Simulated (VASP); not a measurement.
# MgO (Periclase) in VASP: a series of runs

MgO (Periclase) is run at these levels: PBE; tasks: relaxation of the atoms, single point.

Program: VASP 6.6.1. These are calculated values, not measurements. Logs are shortened: lines on timing, memory, paths and dates and some standing lists are left out, and cuts for length are marked.

### 1 The cell of the first run

The structure is cubic, space group Fm-3m (No. 225). Conventional cell: a = 4.116 Å, b = 4.116 Å, c = 4.116 Å, α = 90.00°, β = 90.00°, γ = 90.00°. Within 2.7 Å of Mg (site symmetry m-3m) lie 6 O at 2.06 Å. Within 2.7 Å of O (site symmetry m-3m) lie 6 Mg at 2.06 Å.

### 2 Relaxation of the atoms, PBE (volume scaled by 1.06)

File INCAR:

```
PREC     = Accurate       # precision mode
ENCUT    = 520            # plane-wave cutoff, eV
EDIFF    = 1E-6           # SCF threshold, eV
ISMEAR   = -1             # smearing method
SIGMA    = 0.02           # smearing width, eV
LREAL    = F              # projectors in reciprocal space
LASPH    = T              # aspherical terms in the spheres
NELM     = 80             # most SCF steps
ALGO     = Normal         # electronic algorithm
ISIF     = 2              # what is computed and relaxed
LWAVE    = F              # write WAVECAR
LCHARG   = F              # write CHGCAR
GGA      = PE             # functional
IBRION   = 2              # ionic algorithm
NSW      = 80             # ionic steps
EDIFFG   = -0.02          # ionic threshold
```

File KPOINTS:

```
Automatic mesh
0
Gamma
  13 13 13
```

File POSCAR:

```
MgO
1.0
    0.0000000000      2.0580884821      2.0580884821
    2.0580884821      0.0000000000      2.0580884821
    2.0580884821      2.0580884821      0.0000000000
Mg O
1 1
Direct
    0.0000000000      0.0000000000      0.0000000000
    0.5000000000      0.5000000000      0.5000000000
```

Potentials or basis: VASP PAW PBE potentials, release 64 (Mg, O).

Started as:

```sh
$ cat potpaw_PBE.64/Mg/POTCAR potpaw_PBE.64/O/POTCAR > POTCAR
$ mpirun -np 1 vasp_std > vasp.out
```

OUTCAR:

```text
PREC = Accurate
   ENCUT = 520
   EDIFF = 1E-6
   ISMEAR = -1
   LREAL = F
   LASPH = T
   NELM = 80
   ISIF = 2
   GGA = PE
   IBRION = 2
   NSW = 80
   EDIFFG = -0.02

 ion  position               nearest neighbor table
   1  0.000  0.000  0.000-   2 2.06   2 2.06   2 2.06   2 2.06   2 2.06   2 2.06
   2  0.500  0.500  0.500-   1 2.06   1 2.06   1 2.06   1 2.06   1 2.06   1 2.06

  LATTYP: Found a face centered cubic cell.
 ALAT       =     4.1161769642

  Lattice vectors:

 A1 = (   0.0000000000,   2.0580884821,   2.0580884821)
 A2 = (   2.0580884821,   0.0000000000,   2.0580884821)
 A3 = (   2.0580884821,   2.0580884821,   0.0000000000)

Analysis of symmetry for initial positions (statically):
=====================================================================
 Subroutine PRICEL returns:
 Original cell was already a primitive cell.

 Routine SETGRP: Setting up the symmetry group for a
 face centered cubic supercell.

 Subroutine GETGRP returns: Found 48 space group operations
 (whereof 48 operations were pure point group operations)
 out of a pool of 48 trial point group operations.

The static configuration has the point symmetry O_h .

Analysis of symmetry for dynamics (positions and initial velocities):
=====================================================================
 Subroutine PRICEL returns:
 Original cell was already a primitive cell.

 Routine SETGRP: Setting up the symmetry group for a
 face centered cubic supercell.

 Subroutine GETGRP returns: Found 48 space group operations
 (whereof 48 operations were pure point group operations)
 out of a pool of 48 trial point group operations.

The dynamic configuration has the point symmetry O_h .

 Subroutine INISYM returns: Found 48 space group operations
 (whereof 48 operations are pure point group operations),
 and found     1 'primitive' translations

----------------------------------------------------------------------------------------

                                     Primitive cell

  volume of cell :      17.4350

  direct lattice vectors                    reciprocal lattice vectors
     0.000000000  2.058088482  2.058088482    -0.242943879  0.242943879  0.242943879
     2.058088482  0.000000000  2.058088482     0.242943879 -0.242943879  0.242943879
     2.058088482  2.058088482  0.000000000     0.242943879  0.242943879 -0.242943879

  length of vectors
     2.910576644  2.910576644  2.910576644     0.420791143  0.420791143  0.420791143

  position of ions in fractional coordinates (direct lattice)
     0.000000000  0.000000000  0.000000000
     0.500000000  0.500000000  0.500000000

  ion indices of the primitive-cell ions
   primitive index   ion index
                 1           1
                 2           2

----------------------------------------------------------------------------------------

 KPOINTS: Automatic mesh

Automatic generation of k-mesh.
 Grid dimensions read from file:
 generate k-points for:   13   13   13

 Generating k-lattice:

  Cartesian coordinates                     Fractional coordinates (reciprocal lattice)
    -0.018687991  0.018687991  0.018687991     0.076923077  0.000000000  0.000000000
     0.018687991 -0.018687991  0.018687991     0.000000000  0.076923077  0.000000000
     0.018687991  0.018687991 -0.018687991     0.000000000  0.000000000  0.076923077

  Length of vectors
     0.032368549  0.032368549  0.032368549

  Shift w.r.t. Gamma in fractional coordinates (k-lattice)
     0.000000000  0.000000000  0.000000000

 Subroutine IBZKPT returns following result:
 ===========================================

 Found     84 irreducible k-points:

 Following reciprocal coordinates:
            Coordinates               Weight
  0.000000  0.000000  0.000000      1.000000
  0.076923  0.000000  0.000000      8.000000
  0.153846  0.000000  0.000000      8.000000
  0.230769  0.000000  0.000000      8.000000
  0.307692  0.000000  0.000000      8.000000
  0.384615  0.000000  0.000000      8.000000
[... 16 lines left out ...]
  0.384615  0.153846  0.000000     24.000000
  0.461538  0.153846  0.000000     24.000000
 [... further k-points ...]
   k-points           NKPTS =     84   k-points in BZ     NKDIM =     84   number of bands    NBANDS=      8
   number of dos      NEDOS =    301   number of ions     NIONS =      2
   total plane-waves  NPLWV =  13824
   dimension x,y,z NGX =    24 NGY =   24 NGZ =   24
   dimension x,y,z NGXF=    48 NGYF=   48 NGZF=   48
   ions per type =               1   1
   NGX,Y,Z   is equivalent  to a cutoff of  13.71, 13.71, 13.71 a.u.
   NGXF,Y,Z  is equivalent  to a cutoff of  27.42, 27.42, 27.42 a.u.
 SYSTEM =  unknown system
   PREC   = accura    normal or accurate (medium, high low for compatibility)
   ISTART =      0    job   : 0-new  1-cont  2-samecut
   ICHARG =      2    charge: 1-file 2-atom 10-const
   ISPIN  =      1    spin polarized calculation?
   LNONCOLLINEAR =      F non collinear calculations
   LSORBIT =      F    spin-orbit coupling
   LASPH  =      T    aspherical Exc in radial PAW
   ENCUT  =  520.0 eV  38.22 Ry    6.18 a.u.   5.41  5.41  5.41*2*pi/ulx,y,z
   NELM   =     80;   NELMIN=  2; NELMDL= -5     # of ELM steps
   EDIFF  = 0.1E-05   stopping-criterion for ELM
   LREAL  =      F    real-space projection
   EDIFFG = -.2E-01   stopping-criterion for IOM
   NSW    =     80    number of steps for IOM
   IBRION =      2    ionic relax: 0-MD 1-quasi-New 2-CG
   NFREE  =      1    steps in history (QN), initial steepest desc. (CG)
   ISIF   =      2    stress and relaxation
   ISYM   =      2    0-nonsym 1-usesym 2-fastsym
   POTIM  = 0.5000    time-step for ionic-motion
   TEBEG  =    0.0;   TEEND  =   0.0 temperature during run
   PSTRESS=    0.0 pullay stress
   NELECT =       8.0000    total number of electrons
   NUPDOWN=      -1.0000    fix difference up-down
   EMIN   =  10.00;   EMAX   =-10.00  energy-range for DOS
   EFERMI =   0.00;   METHOD = LEGACY
   ISMEAR =    -1;   SIGMA  =   0.02  broadening in eV -4-tet -1-fermi 0-gaus
   EFERMI_NEDOS =   21; number of points for ismear=-14 and -15
   IALGO  =     38    algorithm
   IMIX   =      4    mixing-type and parameters
     AMIX     =   0.40;   BMIX     =  1.00
     AMIX_MAG =   1.60;   BMIX_MAG =  1.00
  volume/ion in A,a.u.               =       8.72        58.83
  Fermi-wavevector in a.u.,A,eV,Ry     =   1.262692  2.386142 21.693010  1.594391
  Thomas-Fermi vector in A             =   2.396087
   LORBIT       =      0    0 simple, 1 ext, 2 COOP (PROOUT), +10 PAW based schemes
   GGA     = PE    functional components
   LHFCALC =     F    Hartree Fock is set to
   AEXX    =    0.0000 exact exchange contribution
   IVDW    =     0    specifies the selected vdW correction
   LEPSILON=     F    determine dielectric tensor
   LRPA    =     F    only Hartree local field effects (RPA)
 conjugate gradient relaxation of ions
 non-spin polarized calculation
  energy-cutoff  :      520.00
  volume of cell :       17.44
 maximum number of plane-waves:       495
 NGX is ok and might be reduce to    24
   NGX = 11   NGY = 11   NGZ = 11

 number of electron       7.9999997 magnetization

 Free energy of the ion-electron system (eV)
  ---------------------------------------------------
  ext. energy  EPLUGINS =         0.00000000
  ---------------------------------------------------
  free energy    TOTEN  =       -11.82394392 eV

  energy without entropy =      -11.82394392  energy(sigma->0) =      -11.82394392

 E-fermi :   4.0915     XC(G=0): -11.4108

 val. band max:        3.7258782020   @ k =   0.0000   0.0000   0.0000
 cond. band min:       9.1548918017   @ k =   0.0000   0.0000   0.0000
 fundamental gap:      5.4290135997
 Fermi energy:         4.0914655217

 k-point     1 :       0.0000    0.0000    0.0000
  band No.  band energies     occupation
      1     -13.9065      2.00000
      2       3.7259      2.00000
      3       3.7259      2.00000
      4       3.7259      2.00000
      5       9.1549      0.00000
      6      19.9149      0.00000
      7      19.9149      0.00000
      8      19.9149      0.00000

 k-point     2 :       0.0769    0.0000    0.0000
  band No.  band energies     occupation
      1     -13.8363      2.00000
      2       3.3123      2.00000
      3       3.6799      2.00000
      4       3.6799      2.00000
      5       9.5427      0.00000
      6      19.0514      0.00000
      7      20.0768      0.00000
      8      20.0768      0.00000

 k-point     3 :       0.1538    0.0000    0.0000
  band No.  band energies     occupation
      1     -13.6334      2.00000
      2       2.3466      2.00000
      3       3.5555      2.00000
      4       3.5555      2.00000
      5      10.4082      0.00000
      6      17.7541      0.00000
      7      20.4874      0.00000
      8      20.4874      0.00000

 k-point     4 :       0.2308    0.0000    0.0000
  band No.  band energies     occupation
      1     -13.3292      2.00000
      2       1.2131      2.00000
      3       3.3863      2.00000
      4       3.3863      2.00000
      5      11.2883      0.00000
      6      16.8730      0.00000
      7      20.8925      0.00000
      8      20.8925      0.00000

 k-point     5 :       0.3077    0.0000    0.0000
  band No.  band energies     occupation
      1     -12.9779      2.00000
      2       0.1475      2.00000
      3       3.2142      2.00000
      4       3.2142      2.00000
      5      11.8554      0.00000
      6      16.6121      0.00000
      7      20.9980      0.00000
      8      20.9980      0.00000

 k-point     6 :       0.3846    0.0000    0.0000
  band No.  band energies     occupation
      1     -12.6595      2.00000
      2      -0.6838      2.00000
      3       3.0768      2.00000
      4       3.0768      2.00000
      5      12.0508      0.00000
      6      16.8261      0.00000
      7      20.8836      0.00000
      8      20.8836      0.00000

 k-point     7 :       0.4615    0.0000    0.0000
  band No.  band energies     occupation
      1     -12.4660      2.00000
      2      -1.1434      2.00000
      3       3.0011      2.00000
      4       3.0011      2.00000
      5      12.0716      0.00000
      6      17.0916      0.00000
      7      20.7762      0.00000
      8      20.7762      0.00000
[... 133 lines left out ...]
 k-point    20 :       0.1538    0.1538    0.0000
  band No.  band energies     occupation
      1     -13.5486      2.00000
      2       2.2604      2.00000
      3       3.3599      2.00000
      4       3.3599      2.00000
      5      10.8410      0.00000
      6      16.9648      0.00000
      7      20.8259      0.00000
      8      20.8259      0.00000

 k-point    21 :       0.2308    0.1538    0.0000
  band No.  band energies     occupation
      1     -13.3290      2.00000
      2       1.5556      2.00000
      3       3.1767      2.00000
      4       3.1882      2.00000
      5      11.6125      0.00000
      6      16.1696      0.00000
      7      20.9127      0.00000
      8      21.2456      0.00000

 k-point    22 :       0.3077    0.1538    0.0000
  band No.  band energies     occupation
      1     -13.0332      2.00000
      2       0.7170      2.00000
      3       2.9174      2.00000
      4       3.0204      2.00000
      5      12.4036      0.00000
      6      15.7446      0.00000
      7      20.1658      0.00000
      8      21.5299      0.00000

 k-point    23 :       0.3846    0.1538    0.0000
  band No.  band energies     occupation
      1     -12.7199      2.00000
      2      -0.0578      2.00000
      3       2.6205      2.00000
      4       2.8922      2.00000
      5      12.8904      0.00000
      6      15.9147      0.00000
      7      19.4776      0.00000
      8      21.5661      0.00000

 k-point    24 :       0.4615    0.1538    0.0000
  band No.  band energies     occupation
      1     -12.4668      2.00000
      2      -0.6215      2.00000
      3       2.3558      2.00000
      4       2.8283      2.00000
      5      13.0465      0.00000
      6      16.4602      0.00000
      7      19.0288      0.00000
      8      21.4638      0.00000

 [... further k-points ...]

------------------------ aborting loop because EDIFF is reached ----------------------------------------

  FORCE on cell =-STRESS in cart. coord.  units (eV):
  Direction    XX          YY          ZZ          XY          YZ          ZX
  --------------------------------------------------------------------------------------
  -------------------------------------------------------------------------------------
  Total        1.8851941      1.8851941      1.8851941      0.0000000      0.0000000      0.0000000
  in kB      173.2385468    173.2385468    173.2385468      0.0000000      0.0000000      0.0000000
  external PRESSURE =     173.2385468 kB  Pullay stress =       0.0000000 kB

 VOLUME and BASIS-vectors are now :
 -----------------------------------------------------------------------------
  energy-cutoff  :      520.00
  volume of cell :       17.44
      direct lattice vectors                 reciprocal lattice vectors
     0.000000000  2.058088482  2.058088482    -0.242943879  0.242943879  0.242943879
     2.058088482  0.000000000  2.058088482     0.242943879 -0.242943879  0.242943879
     2.058088482  2.058088482  0.000000000     0.242943879  0.242943879 -0.242943879

 POSITION                                       TOTAL-FORCE (eV/Angst)
 -----------------------------------------------------------------------------------
      0.00000      0.00000      0.00000        -0.000000      0.000000      0.000000
      2.05809      2.05809      2.05809         0.000000     -0.000000     -0.000000
 -----------------------------------------------------------------------------------
    total drift:                               -0.000000     -0.000000      0.000000

  FREE ENERGIE OF THE ION-ELECTRON SYSTEM (eV)
  ---------------------------------------------------
  free  energy   TOTEN  =       -11.8239439223 eV

  energy  without entropy=      -11.8239439223  energy(sigma->0) =      -11.82394392

 reached required accuracy - stopping structural energy minimisation
```

It took 4.7 s on 1 thread of Intel Xeon 6975P-C (Granite Rapids), shared host; peak memory 0.14 GiB.

Results:

| Property | Result |
| --- | --- |
| Free energy | -11.8239 eV |
| Pressure after relaxing | 17.3 GPa |
| Band gap on the k mesh | 5.43 eV, direct |

Final structure:
```yaml
crystal:
  lattice:
    - [0.00000, 2.05809, 2.05809]
    - [2.05809, 0.00000, 2.05809]
    - [2.05809, 2.05809, 0.00000]
  atoms:
    - { symbol: Mg, position: [0.00000, 0.00000, 0.00000] }
    - { symbol: O, position: [0.50000, 0.50000, 0.50000] }
```

Caveat: the relaxation stopped at its first step, so nothing moved. A k mesh can miss the band edges.

### 3 Single point, PBE (z stretched by +3 %, then relaxed in part)

File INCAR:

```
PREC = Accurate ; ENCUT = 520
EDIFF = 1E-6 ; ISMEAR = -1
SIGMA = 0.02 ; LREAL = F
LASPH = T ; NELM = 60
ALGO = Normal ; ISIF = 2
LWAVE = F ; LCHARG = F
GGA = PE ; NBANDS = 11
```

KPOINTS is that of step 2.

File POSCAR:

```
MgO
1.0
    0.0000000000      2.0185000000      2.0790550000
    2.0185000000      0.0000000000      2.0790550000
    2.0185000000      2.0185000000      0.0000000000
Mg O
1 1
Direct
    0.0000000000      0.0000000000      0.0000000000
    0.5000000000      0.5000000000      0.5000000000
```

Potentials or basis: VASP PAW PBE potentials, release 64 (Mg, O).

Started as:

```sh
$ cat potpaw_PBE.64/Mg/POTCAR potpaw_PBE.64/O/POTCAR > POTCAR
$ mpirun -np 1 vasp_std > vasp.out
```

Run time: 11 s. Hardware: 1 thread of Intel Xeon 6975P-C (Granite Rapids), shared host; peak memory 0.17 GiB.

The run converged. Its results:

| Item | Value |
| --- | --- |
| Free energy | -11.7492 eV |
| Pressure | 24.4 GPa |
| Band gap on the k mesh | 5.70 eV, direct |

Stress tensor (GPa, compression positive):
```
27.73  0.00  0.00
 0.00 27.73  0.00
 0.00  0.00 17.70
```

Levels at points of the mesh, in eV from the valence-band top:
```tsv
k point	band 2	band 3	band 4	band 5	band 6	band 7
(0.00, 0.00, 0.00)	-0.05	-0.05	0.00	5.70	16.10	16.44
```

Caveat: the cell differs from its parent crystal (z stretched by +3 %, then relaxed in part).
